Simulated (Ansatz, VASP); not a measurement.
## GaN in VASP and in Ansatz

POSCAR

```
GaN
1.0
    0.0000000000      2.2489525411      2.2714420665
    2.2489525411      0.0000000000      2.2714420665
    2.2489525411      2.2489525411      0.0000000000
Ga N
1 1
Direct
    0.0000000000      0.0000000000      0.0000000000
    0.2500000000      0.2500000000      0.2500000000
```

INCAR.step1

```
SYSTEM = GaN
ALGO = Normal
EDIFF = 1E-4
ENCUT = 520
GGA = PE
GGA_COMPAT = .FALSE.
ISMEAR = 0
LASPH = .TRUE.
LCHARG = .FALSE.
LREAL = .FALSE.
LSORBIT = .TRUE.
LWAVE = .TRUE.
MAGMOM = 0 0 0 0 0 0
NBANDS = 30
NELM = 150
PREC = Accurate
SIGMA = 0.01
```

File INCAR.step2:

```
SYSTEM = GaN
ALGO = Normal
EDIFF = 1E-6
ENCUT = 520
GGA_COMPAT = .FALSE.
ISIF = 2
ISMEAR = 0
ISTART = 1
LASPH = .TRUE.
LCHARG = .FALSE.
LMIXTAU = .TRUE.
LORBIT = 11
LORBMOM = .TRUE.
LREAL = .FALSE.
LSORBIT = .TRUE.
LWAVE = .FALSE.
MAGMOM = 0 0 0 0 0 0
METAGGA = R2SCAN
NBANDS = 30
NELM = 150
PREC = Accurate
SIGMA = 0.01
```

The input KPOINTS:

```
k-points
0
G
  10 10 10
  0 0 0
```

Input for Ansatz:

```yaml
crystal:
  lattice:
    - [0.0, 2.2489525411, 2.2714420665]
    - [2.2489525411, 0.0, 2.2714420665]
    - [2.2489525411, 2.2489525411, 0.0]
  atoms:
    - { symbol: Ga, position: [0.0, 0.0, 0.0] }
    - { symbol: "N", position: [0.25, 0.25, 0.25] }
kpoints:
  mp_grid: { grid: [10, 10, 10] }
  band_path:
    path:
      - [0.0, 0.0, 0.0]
      - [-0.5, -0.5, 0.0]
      - [-0.375, -0.375, 0.25]
      - [-0.375, 0.0, 0.375]
      - [0.0, 0.0, 0.5]
      - [-0.5, -0.25, 0.25]
    npoints: 1
hamiltonian:
  xc: r2scan
scf:
  occupations: { method: fixed }
  n_extra_bands: 8
magnetization:
  noncollinear: true
  spin_orbit: true
output:
  forces: true
  stress: true
  eigenvalues: true
```

Change from the starting cell: uniaxial_z strain +1.0%.

Alike in both runs: task single point; functional r2SCAN; k mesh 10 × 10 × 10; non-collinear spin, spin-orbit coupling.

|  | VASP | Ansatz |
| --- | --- | --- |
| version | VASP 6.6.1 | Ansatz 0.2.0 |
| potentials or method | VASP PAW PBE potentials, release 64 (Ga_d, N) | plane waves, PAW |
| plane-wave cutoff (eV) | 520 | 500 |
| occupations | gaussian, width 0.01 eV | fixed |
| valence electrons in the cell | 18 | 18 |

|  | VASP | Ansatz | Ansatz less VASP |
| --- | --- | --- | --- |
| pressure (GPa) | -0.8 | -1.9 | -1.11 |
| traceless stress, the component that is largest in VASP (GPa) | -0.88 | -0.90 | -0.021 |

VASP's potentials were made for PBE, not for r2SCAN.
